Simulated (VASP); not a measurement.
Wanted: the native input for a VASP 6.6.1 run.

```yaml
Task: single point
Functional: LDA
Potentials_or_basis: VASP PAW LDA potentials, release 64 (Sn_d)
Cutoff: 520 eV
k_mesh: 7 × 7 × 7
Occupations: fermi-dirac, width 0.05 eV
Spin: no spin polarisation
Dipole_correction: no
Further_INCAR_settings: ALGO = Fast; EDIFF = 1e-07; NBANDS = 21
```

The structure of Sn lies in POSCAR:

```
Sn
1.0
    0.0000000000      3.2758916636      3.2758916636
    3.2758916636      0.0000000000      3.2758916636
    3.2758916636      3.2758916636      0.0000000000
Sn
2
Direct
    0.7500000000      0.7500000000      0.7500000000
    0.5000000000      0.5000000000      0.5000000000
```

This cell differs from its parent crystal: volume scaled by 1.04.

The input as run:

INCAR

```
SYSTEM = Sn
PREC = Accurate
ENCUT = 520
EDIFF = 1E-7
ISMEAR = -1
SIGMA = 0.05
LREAL = .FALSE.
LASPH = .TRUE.
NELM = 80
ALGO = Fast
ISIF = 2
LWAVE = .FALSE.
LCHARG = .FALSE.
NBANDS = 21
```

KPOINTS

```
Automatic mesh
0
G
  7 7 7
  0 0 0
```

Potentials or basis: VASP PAW LDA potentials, release 64 (Sn_d).

The run is started by

```console
$ cat potpaw_LDA.64/Sn_d/POTCAR > POTCAR
$ mpirun -np 1 vasp_std > vasp.out
```

It gave:

| Item | Value |
| --- | --- |
| Pressure | -1.5 GPa |
| Band gap on the k mesh | zero (band 14 reaches 5.16 eV, above the bottom of band 15 at 4.95 eV) |

Caveat: spin-orbit coupling is left out, which moves the levels of the heavy elements.

Run time: 25 s on 1 thread of Intel Xeon 6975P-C (shared host), peak memory 0.17 GiB.
